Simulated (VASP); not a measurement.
Here is a VASP 6.6.1 calculation.

INCAR

```
PREC = Accurate ; ENCUT = 520
EDIFF = 1E-7 ; ISMEAR = 0
SIGMA = 0.1 ; LREAL = False
LASPH = True ; NELM = 80
ALGO = Normal ; ISIF = 2
LWAVE = False ; LCHARG = True
GGA = PE ; LELF = True
LVHAR = True ; NBANDS = 41
```

File KPOINTS:

```
Automatic mesh
0
Gamma
  12 12 4
```

Contents of POSCAR:

```
Ge4Pd
1.0
    3.3043977653      0.0000000000      0.0000000000
   -1.6521988827      2.8616924090      0.0000000000
    0.0000000000      0.0000000000      9.7299454397
Ge Pd
4 1
Direct
    0.3333333333      0.6666666667      0.8169907852
    0.3333333333      0.6666666667      0.3977791601
    0.6666666667      0.3333333333      0.1830092148
    0.6666666667      0.3333333333      0.6022208399
    0.0000000000      0.0000000000      0.0000000000
```

Potentials or basis: VASP PAW PBE potentials, release 64 (Ge_d, Pd).

Launch:

```sh
$ cat potpaw_PBE.64/Ge_d/POTCAR potpaw_PBE.64/Pd/POTCAR > POTCAR
$ mpirun -np 1 vasp_std > vasp.out
```

**Question.** Predict the largest force.

**Answer.** 0.005 eV/Å.

**Question.** What does it give for the pressure?

**Answer.** 0.0 GPa.

Forces in eV/Å, atoms in the order of the input:
```
Ge   0.000  0.000 -0.005
Ge   0.000  0.000  0.002
Ge   0.000  0.000  0.005
Ge   0.000  0.000 -0.002
Pd   0.000  0.000  0.000
```
